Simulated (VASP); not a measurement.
Runs of VASP 6.6.1 on TiCo2. The structure is that of space group Fd-3m (No. 227), or close to it. The cells are those of the table. 

| spin | cell | k mesh | smearing | gap on the mesh (eV) | pressure (GPa) | moment (μB) |
| --- | --- | --- | --- | --- | --- | --- |
| collinear, ferrimagnetic start | a = 4.636 Å, angles 60.0°, 6 atoms | 2 × 2 × 2 | gaussian 0.1 eV | none | -0.6 | 0.81 |
| collinear, ferrimagnetic start | a = 4.642 Å, angles 60.0°, 6 atoms | 4 × 4 × 4 | gaussian 0.1 eV | none | -0.9 | (b) |
| collinear, ferrimagnetic start | a = 4.740 Å, angles 60.0°, 6 atoms | 4 × 4 × 4, shifted | gaussian 0.1 eV | none | -12.3 | 2.04 |
| collinear, ferrimagnetic start | a = 4.740 Å, angles 60.0°, 6 atoms | 10 × 10 × 10 | methfessel-paxton 0.5 eV | none | -12.8 | (c) |
| off | a = 4.634 Å, angles 60.0°, 6 atoms | 10 × 10 × 10 | gaussian 0.1 eV | none | (a) | - |

Alike in all rows: task single point; level PBEsol; potentials or basis VASP PAW PBE potentials, release 64 (Ti_sv, Co); cutoff (eV) 520.

Problem. Fill in the values left out.

Solution. (a) -0.7; (b) 1.54; (c) 1.67.

Caveats: some runs use coarse meshes; the PAW data sets were made with another functional, which shifts forces and pressure a little.

A gap of «none» marks levels without a gap at the run's occupations.
